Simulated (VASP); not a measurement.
# AlN (F-43m) in VASP: a series of runs

AlN is run at these levels: BLYP+D4, PBE; tasks: single point, relaxation of cell and atoms.

Program: VASP 6.6.1. These are calculated values, not measurements. Logs are shortened: lines on timing, memory, paths and dates and some standing lists are left out, and cuts for length are marked.

## Step 1: The cell of the first run

Symmetry: F-43m, No. 216, cubic system. The conventional cell has a = 4.355 Å, b = 4.355 Å, c = 4.355 Å, α = 90.00°, β = 90.00°, γ = 90.00°. Within 2.5 Å of Al (site symmetry -43m) lie 4 N at 1.89 Å. Within 2.5 Å of N (site symmetry -43m) lie 4 Al at 1.89 Å.

## Step 2: Single point, BLYP+D4

INCAR

```
PREC = Accurate
ENCUT = 520
EDIFF = 1E-7
ISMEAR = -1
SIGMA = 0.05
LREAL = False
LASPH = True
NELM = 80
ALGO = Normal
ISIF = 2
LWAVE = False
LCHARG = False
GGA = B5
ALDAX = 1.0
AGGAX = 1.0
AGGAC = 1.0
ALDAC = 0.0
IVDW = 13
VDW_S6 = 1.0
VDW_S8 = 2.34076671
VDW_A1 = 0.44488865
VDW_A2 = 4.0933009
NBANDS = 11
```

KPOINTS

```
regular mesh
0
Gamma
  10 10 10
```

POSCAR

```
AlN
1.0
    0.0000000000      2.1775348871      2.1775348871
    2.1775348871      0.0000000000      2.1775348871
    2.1775348871      2.1775348871      0.0000000000
Al N
1 1
Direct
    0.0000000000      0.0000000000      0.0000000000
    0.2500000000      0.2500000000      0.2500000000
```

Potentials or basis: VASP PAW PBE potentials, release 64 (Al, N).

Command:

```console
$ cat potpaw_PBE.64/Al/POTCAR potpaw_PBE.64/N/POTCAR > POTCAR
$ mpirun -np 1 vasp_std > vasp.out
```

OUTCAR:

```text
PREC = Accurate
   ENCUT = 520
   EDIFF = 1E-7
   ISMEAR = -1
   LREAL = False
   LASPH = True
   NELM = 80
   ISIF = 2
   GGA = B5
   IVDW = 13

 ion  position               nearest neighbor table
   1  0.000  0.000  0.000-   2 1.89   2 1.89   2 1.89   2 1.89
   2  0.250  0.250  0.250-   1 1.89   1 1.89   1 1.89   1 1.89

  LATTYP: Found a face centered cubic cell.
 ALAT       =     4.3550697742

  Lattice vectors:

 A1 = (   0.0000000000,   2.1775348871,   2.1775348871)
 A2 = (   2.1775348871,   0.0000000000,   2.1775348871)
 A3 = (   2.1775348871,   2.1775348871,   0.0000000000)

Analysis of symmetry for initial positions (statically):
=====================================================================
 Subroutine PRICEL returns:
 Original cell was already a primitive cell.

 Routine SETGRP: Setting up the symmetry group for a
 face centered cubic supercell.

 Subroutine GETGRP returns: Found 24 space group operations
 (whereof 24 operations were pure point group operations)
 out of a pool of 48 trial point group operations.

The static configuration has the point symmetry T_d .

Analysis of symmetry for dynamics (positions and initial velocities):
=====================================================================
 Subroutine PRICEL returns:
 Original cell was already a primitive cell.

 Routine SETGRP: Setting up the symmetry group for a
 face centered cubic supercell.

 Subroutine GETGRP returns: Found 24 space group operations
 (whereof 24 operations were pure point group operations)
 out of a pool of 48 trial point group operations.

The dynamic configuration has the point symmetry T_d .

 Subroutine INISYM returns: Found 24 space group operations
 (whereof 24 operations are pure point group operations),
 and found     1 'primitive' translations

----------------------------------------------------------------------------------------

                                     Primitive cell

  volume of cell :      20.6503

  direct lattice vectors                    reciprocal lattice vectors
     0.000000000  2.177534887  2.177534887    -0.229617446  0.229617446  0.229617446
     2.177534887  0.000000000  2.177534887     0.229617446 -0.229617446  0.229617446
     2.177534887  2.177534887  0.000000000     0.229617446  0.229617446 -0.229617446

  length of vectors
     3.079499370  3.079499370  3.079499370     0.397709083  0.397709083  0.397709083

  position of ions in fractional coordinates (direct lattice)
     0.000000000  0.000000000  0.000000000
     0.250000000  0.250000000  0.250000000

  ion indices of the primitive-cell ions
[... 84 lines left out ...]
   TEBEG  =    0.0;   TEEND  =   0.0 temperature during run
   PSTRESS=    0.0 pullay stress
   NELECT =       8.0000    total number of electrons
   NUPDOWN=      -1.0000    fix difference up-down
   EMIN   =  10.00;   EMAX   =-10.00  energy-range for DOS
   EFERMI =   0.00;   METHOD = LEGACY
   ISMEAR =    -1;   SIGMA  =   0.05  broadening in eV -4-tet -1-fermi 0-gaus
   EFERMI_NEDOS =   21; number of points for ismear=-14 and -15
   IALGO  =     38    algorithm
   IMIX   =      4    mixing-type and parameters
     AMIX     =   0.40;   BMIX     =  1.00
     AMIX_MAG =   1.60;   BMIX_MAG =  1.00
  volume/ion in A,a.u.               =      10.33        69.68
  Fermi-wavevector in a.u.,A,eV,Ry     =   1.193428  2.255253 19.378389  1.424271
  Thomas-Fermi vector in A             =   2.329443
   LORBIT       =      0    0 simple, 1 ext, 2 COOP (PROOUT), +10 PAW based schemes
   GGA     = B5    functional components
   LHFCALC =     F    Hartree Fock is set to
   AEXX    =    0.0000 exact exchange contribution
   IVDW    =    13    specifies the selected vdW correction
   LEPSILON=     F    determine dielectric tensor
   LRPA    =     F    only Hartree local field effects (RPA)
 non-spin polarized calculation
  energy-cutoff  :      520.00
  volume of cell :       20.65
 maximum number of plane-waves:       568
   NGX = 11   NGY = 11   NGZ = 11

 number of electron       7.9999999 magnetization

 Free energy of the ion-electron system (eV)
  ---------------------------------------------------
  ext. energy  EPLUGINS =         0.00000000
  ---------------------------------------------------
  free energy    TOTEN  =       -13.86770626 eV

  energy without entropy =      -13.86770626  energy(sigma->0) =      -13.86770626

 E-fermi :   7.5667     XC(G=0): -10.3430

 val. band max:        6.4581202709   @ k =   0.0000   0.0000   0.0000
 cond. band min:      10.1348543043   @ k =   0.5000   0.5000   0.0000
 fundamental gap:      3.6767340334
 Fermi energy:         7.5667004984

 k-point     1 :       0.0000    0.0000    0.0000
  band No.  band energies     occupation
      1      -8.4726      2.00000
      2       6.4581      2.00000
      3       6.4581      2.00000
      4       6.4581      2.00000
      5      11.0191      0.00000
      6      19.1653      0.00000
      7      19.1653      0.00000
      8      19.1653      0.00000
      9      24.3200      0.00000
     10      24.3200      0.00000
     11      25.8965      0.00000
[... 309 lines left out ...]
 k-point    24 :       0.4000    0.3000    0.0000
  band No.  band energies     occupation
      1      -6.4670      2.00000
      2       2.3719      2.00000
      3       4.7799      2.00000
      4       5.0694      2.00000
      5      11.7070      0.00000
      6      16.2217      0.00000
      7      18.9127      0.00000
      8      21.2324      0.00000
      9      21.7506      0.00000
     10      27.9761      0.00000
     11      30.3645      0.00000

 [... further k-points ...]

------------------------ aborting loop because EDIFF is reached ----------------------------------------

  DFT-D4 for vdW energy calculation

  Edisp (eV):   -1.19100

  FORCE on cell =-STRESS in cart. coord.  units (eV):
  Direction    XX          YY          ZZ          XY          YZ          ZX
  --------------------------------------------------------------------------------------
  -------------------------------------------------------------------------------------
  Total       0.06267     0.06267     0.06267     0.00000     0.00000     0.00000
  in kB       4.86204     4.86204     4.86204     0.00000     0.00000     0.00000
  external pressure =        4.86 kB  Pullay stress =        0.00 kB

 VOLUME and BASIS-vectors are now :
 -----------------------------------------------------------------------------
  energy-cutoff  :      520.00
  volume of cell :       20.65
      direct lattice vectors                 reciprocal lattice vectors
     0.000000000  2.177534887  2.177534887    -0.229617446  0.229617446  0.229617446
     2.177534887  0.000000000  2.177534887     0.229617446 -0.229617446  0.229617446
     2.177534887  2.177534887  0.000000000     0.229617446  0.229617446 -0.229617446

 POSITION                                       TOTAL-FORCE (eV/Angst)
 -----------------------------------------------------------------------------------
      0.00000      0.00000      0.00000        -0.000000     -0.000000     -0.000000
      1.08877      1.08877      1.08877         0.000000      0.000000      0.000000
 -----------------------------------------------------------------------------------
    total drift:                               -0.000000     -0.000000     -0.000000

  FREE ENERGIE OF THE ION-ELECTRON SYSTEM (eV)
  ---------------------------------------------------
  free  energy   TOTEN  =       -15.0587021752 eV

  energy  without entropy=      -15.0587021752  energy(sigma->0) =      -15.05870218
```

It took 32 s on 1 thread of AMD EPYC 7R13, shared host; peak memory 0.11 GiB.

What came out:

```yaml
Free_energy: -15.0587 eV
Pressure: 0.5 GPa
Band_gap_on_the_k_mesh: 3.68 eV, indirect (least direct gap 4.56 eV)
Dispersion_energy_per_atom: -0.596 eV
```

Caveat: the PAW data sets were made with another functional, which shifts forces and pressure a little.

## Step 3: Single point, PBE

This run uses another cell than the first one, of 10.42 Å³/atom, 1.009 times its volume.

INCAR

```
PREC = Accurate
ENCUT = 520
EDIFF = 1E-6
ISMEAR = 0
SIGMA = 0.028999999999999998
LREAL = False
LASPH = True
NELM = 80
ALGO = Normal
ISIF = 2
LWAVE = False
LCHARG = True
GGA = PE
LELF = True
LVHAR = True
NBANDS = 11
```

KPOINTS is that of step 2.

POSCAR

```
AlN
1.0
    0.0000000000      2.1839935596      2.1839935596
    2.1839935596      0.0000000000      2.1839935596
    2.1839935596      2.1839935596      0.0000000000
Al N
1 1
Direct
    0.0000000000      0.0000000000      0.0000000000
    0.2500000000      0.2500000000      0.2500000000
```

Potentials or basis: VASP PAW PBE potentials, release 64 (Al, N).

Command:

```console
$ cat potpaw_PBE.64/Al/POTCAR potpaw_PBE.64/N/POTCAR > POTCAR
$ mpirun -np 1 vasp_std > vasp.out
```

OUTCAR:

```text
PREC = Accurate
   ENCUT = 520
   EDIFF = 1E-6
   ISMEAR = 0
   LREAL = False
   LASPH = True
   NELM = 80
   ISIF = 2
   GGA = PE

 ion  position               nearest neighbor table
   1  0.000  0.000  0.000-   2 1.89   2 1.89   2 1.89   2 1.89
   2  0.250  0.250  0.250-   1 1.89   1 1.89   1 1.89   1 1.89

  LATTYP: Found a face centered cubic cell.
 ALAT       =     4.3679871192

  Lattice vectors:

 A1 = (   0.0000000000,   2.1839935596,   2.1839935596)
 A2 = (   2.1839935596,   0.0000000000,   2.1839935596)
 A3 = (   2.1839935596,   2.1839935596,   0.0000000000)

Analysis of symmetry for initial positions (statically):
=====================================================================
 Subroutine PRICEL returns:
 Original cell was already a primitive cell.

 Routine SETGRP: Setting up the symmetry group for a
 face centered cubic supercell.

 Subroutine GETGRP returns: Found 24 space group operations
 (whereof 24 operations were pure point group operations)
 out of a pool of 48 trial point group operations.

The static configuration has the point symmetry T_d .

Analysis of symmetry for dynamics (positions and initial velocities):
=====================================================================
 Subroutine PRICEL returns:
 Original cell was already a primitive cell.

 Routine SETGRP: Setting up the symmetry group for a
 face centered cubic supercell.

 Subroutine GETGRP returns: Found 24 space group operations
 (whereof 24 operations were pure point group operations)
 out of a pool of 48 trial point group operations.

The dynamic configuration has the point symmetry T_d .

 Subroutine INISYM returns: Found 24 space group operations
 (whereof 24 operations are pure point group operations),
 and found     1 'primitive' translations

----------------------------------------------------------------------------------------
[... 118 lines left out ...]
   GGA     = PE    functional components
   LHFCALC =     F    Hartree Fock is set to
   AEXX    =    0.0000 exact exchange contribution
   IVDW    =     0    specifies the selected vdW correction
   LEPSILON=     F    determine dielectric tensor
   LRPA    =     F    only Hartree local field effects (RPA)
 non-spin polarized calculation
 Gauss-broadening in eV      SIGMA  =   0.03
  energy-cutoff  :      520.00
  volume of cell :       20.83
 maximum number of plane-waves:       571
   NGX = 11   NGY = 11   NGZ = 11

 number of electron       8.0000000 magnetization

 Free energy of the ion-electron system (eV)
  ---------------------------------------------------
  ext. energy  EPLUGINS =         0.00000000
  ---------------------------------------------------
  free energy    TOTEN  =       -14.84044915 eV

  energy without entropy =      -14.84044915  energy(sigma->0) =      -14.84044915

 E-fermi :   6.1218     XC(G=0): -10.9337

 val. band max:        5.9700078204   @ k =   0.0000   0.0000   0.0000
 cond. band min:       9.2877574328   @ k =   0.5000   0.5000   0.0000
 fundamental gap:      3.3177496124
 Fermi energy:         6.1218373500

 k-point     1 :       0.0000    0.0000    0.0000
  band No.  band energies     occupation
      1      -9.0107      2.00000
      2       5.9700      2.00000
      3       5.9700      2.00000
      4       5.9700      2.00000
      5      10.1659      0.00000
      6      18.5304      0.00000
      7      18.5304      0.00000
      8      18.5304      0.00000
      9      23.6587      0.00000
     10      23.6587      0.00000
     11      25.0606      0.00000
[... 309 lines left out ...]
 k-point    24 :       0.4000    0.3000    0.0000
  band No.  band energies     occupation
      1      -7.0039      2.00000
      2       1.8217      2.00000
      3       4.2689      2.00000
      4       4.5674      2.00000
      5      10.8859      0.00000
      6      15.5056      0.00000
      7      18.2228      0.00000
      8      20.5588      0.00000
      9      21.0687      0.00000
     10      27.2834      0.00000
     11      29.5348      0.00000

 [... further k-points ...]

------------------------ aborting loop because EDIFF is reached ----------------------------------------

  FORCE on cell =-STRESS in cart. coord.  units (eV):
  Direction    XX          YY          ZZ          XY          YZ          ZX
  --------------------------------------------------------------------------------------
  -------------------------------------------------------------------------------------
  Total        0.5961647      0.5961647      0.5961647      0.0000000      0.0000000      0.0000000
  in kB       45.8450834     45.8450834     45.8450834      0.0000000      0.0000000      0.0000000
  external PRESSURE =      45.8450834 kB  Pullay stress =       0.0000000 kB

 VOLUME and BASIS-vectors are now :
 -----------------------------------------------------------------------------
  energy-cutoff  :      520.00
  volume of cell :       20.83
      direct lattice vectors                 reciprocal lattice vectors
     0.000000000  2.183993560  2.183993560    -0.228938404  0.228938404  0.228938404
     2.183993560  0.000000000  2.183993560     0.228938404 -0.228938404  0.228938404
     2.183993560  2.183993560  0.000000000     0.228938404  0.228938404 -0.228938404

 POSITION                                       TOTAL-FORCE (eV/Angst)
 -----------------------------------------------------------------------------------
      0.00000      0.00000      0.00000         0.000000      0.000000      0.000000
      1.09200      1.09200      1.09200        -0.000000     -0.000000     -0.000000
 -----------------------------------------------------------------------------------
    total drift:                                0.000000      0.000000      0.000000

  FREE ENERGIE OF THE ION-ELECTRON SYSTEM (eV)
  ---------------------------------------------------
  free  energy   TOTEN  =       -14.8404491513 eV

  energy  without entropy=      -14.8404491513  energy(sigma->0) =      -14.84044915
```

stdout:

```text
POSCAR found type information on POSCAR AlN
 POSCAR found :  2 types and       2 ions
 scaLAPACK will be used
 LDA part: xc-table for (Slater+PW92), standard interpolation
 POSCAR, INCAR and KPOINTS ok, starting setup
 FFT: planning ... GRIDC
 FFT: planning ... GRID_SOFT
 FFT: planning ... GRID
 WAVECAR not read
 entering main loop
```

Run time: 22 s. Hardware: 1 thread of AMD EPYC 7R13, shared host; peak memory 0.11 GiB.

Results:

| Property | Result |
| --- | --- |
| Free energy | -14.8404 eV |
| Pressure | 4.6 GPa |
| Band gap on the k mesh | 3.32 eV, indirect (least direct gap 4.20 eV) |

[end of part 1 of 2]
